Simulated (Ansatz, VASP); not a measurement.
## One calculation of Tl2ZnCdC6N6, two programs

```
CELL_PARAMETERS angstrom
0.00000 5.17850 5.17850
5.17850 0.00000 5.17850
5.17850 5.17850 0.00000
ATOMIC_POSITIONS crystal
Zn 0.50000 0.50000 0.50000
Tl 0.25000 0.25000 0.25000
Tl 0.75000 0.75000 0.75000
Cd 0.00000 0.00000 0.00000
C 0.80680 0.19320 0.19320
C 0.19320 0.80680 0.19320
C 0.19320 0.19320 0.80680
C 0.19320 0.80680 0.80680
C 0.80680 0.19320 0.80680
C 0.80680 0.80680 0.19320
N 0.69383 0.30617 0.30617
N 0.30617 0.69383 0.30617
N 0.30617 0.30617 0.69383
N 0.30617 0.69383 0.69383
N 0.69383 0.30617 0.69383
N 0.69383 0.69383 0.30617
```

Alike in both runs: task single point; functional PBE; k mesh 4 × 4 × 4; occupations gaussian, width 0.1 eV; no spin polarisation.

|  | VASP | Ansatz |
| --- | --- | --- |
| version | VASP 6.6.1 | Ansatz 0.2.0 |
| potentials or method | VASP PAW PBE potentials, release 64 (Zn, Tl_d, Cd, C, N), cutoff 520 eV | scalar-relativistic, plane waves, PAW |
| valence electrons in the cell | 104 | 112 |

VASP gave:

| Property | Result |
| --- | --- |
| gap on the k mesh at the Fermi level (eV) | 0.87 |
| least direct gap on the mesh (eV) | 0.87 |
| pressure (GPa) | 18.8 |
| rms of the force components (eV/Å) | 1.866 |

Problem. Estimate Ansatz's values.

Solution. gap on the k mesh at the Fermi level (eV): 0.87; least direct gap on the mesh (eV): 0.87; pressure (GPa): 18.0; rms of the force components (eV/Å): 1.970.

Atom by atom the forces differ by 0.150 eV/Å (rms over components). With one functional, cell and mesh, what is left measures potentials, basis and numerics. VASP's potentials hold 104 valence electrons a cell and Ansatz's 112, so a difference there can come from the potentials and not from the codes.

Neither program's run includes spin-orbit coupling. Noted on VASP's run: the standard files for N, O and F lose accuracy on very short bonds.
